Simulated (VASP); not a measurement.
Runs of VASP 6.6.1 on AlP. The structure is that of space group F-43m (No. 216), or close to it. The cells are those of the table. 

| task | cell | cutoff (eV) | gap on the mesh (eV) | pressure (GPa) |
| --- | --- | --- | --- | --- |
| relaxation of cell and atoms | relaxed from a = 3.843 Å, angles 60.0°, 2 atoms | 600 | 1.41 | 0.1 |
| single point | a = 3.830 Å, angles 60.0°, 2 atoms | 520 | 1.39 | 1.0 |
| single point | a = 3.843 Å, angles 60.0°, 2 atoms | 520 | 1.41 | 0.1 |
| single point | a = 3.856 Å, angles 60.0°, 2 atoms | 520 | 1.43 | (a) |

Alike in all rows: level LDA; potentials or basis VASP PAW LDA potentials, release 64 (Al, P); no spin polarisation; k mesh 6 × 6 × 6; smearing fermi-dirac 0.02 eV.

Task: Estimate the missing entries.

Result: (a) -0.8.

Caveats: the relaxation stopped at its first step, so nothing moved (some runs).

A k mesh can miss the band edges.
